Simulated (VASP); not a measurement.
Input of a VASP 6.6.1 run:

INCAR

```
ALGO = Normal
EDIFF = 1E-7
ENCUT = 520
GGA = PS
ISIF = 2
ISMEAR = 0
ISPIN = 2
LASPH = True
LCHARG = True
LELF = True
LMAXMIX = 4
LORBIT = 11
LREAL = False
LVHAR = True
LWAVE = False
MAGMOM = 0 4.58 0 0 0
NBANDS = 34
NELM = 150
PREC = Accurate
SIGMA = 0.02
```

KPOINTS

```
k-points
0
Gamma
  6 6 6
```

Contents of POSCAR:

```
RbMnF3
1.0
    4.1599367436      0.0000000000      0.0000000000
    0.0000000000      4.2391233567      0.0000000000
    0.0000000000      0.0000000000      4.2391233567
Rb Mn F
1 1 3
Direct
    0.0000000000      0.0000000000      0.0000000000
    0.5000000000      0.5000000000      0.5000000000
    0.5000000000      0.0000000000      0.5000000000
    0.5000000000      0.5000000000      0.0000000000
    0.0000000000      0.5000000000      0.5000000000
```

Potentials or basis: VASP PAW PBE potentials, release 64 (Rb_sv, Mn_pv, F).

Run with:

```bash
$ cat potpaw_PBE.64/Rb_sv/POTCAR potpaw_PBE.64/Mn_pv/POTCAR potpaw_PBE.64/F/POTCAR > POTCAR
$ mpirun -np 1 vasp_std > vasp.out
```

Predict the net moment.

5.00 μB per cell.

Predict the site moments.

Rb +0.00; Mn +4.56; F +0.07 μB.

Stress tensor (GPa, compression positive):
```
1.55 0.00 0.00
0.00 0.09 0.00
0.00 0.00 0.09
```

Caveat: the cell differs from its parent crystal (uniaxial strain along a: -1.5 %); the PAW data sets were made with another functional, which shifts forces and pressure a little; a cell with one magnetic atom can't hold antiferromagnetic order, which such compounds often take.
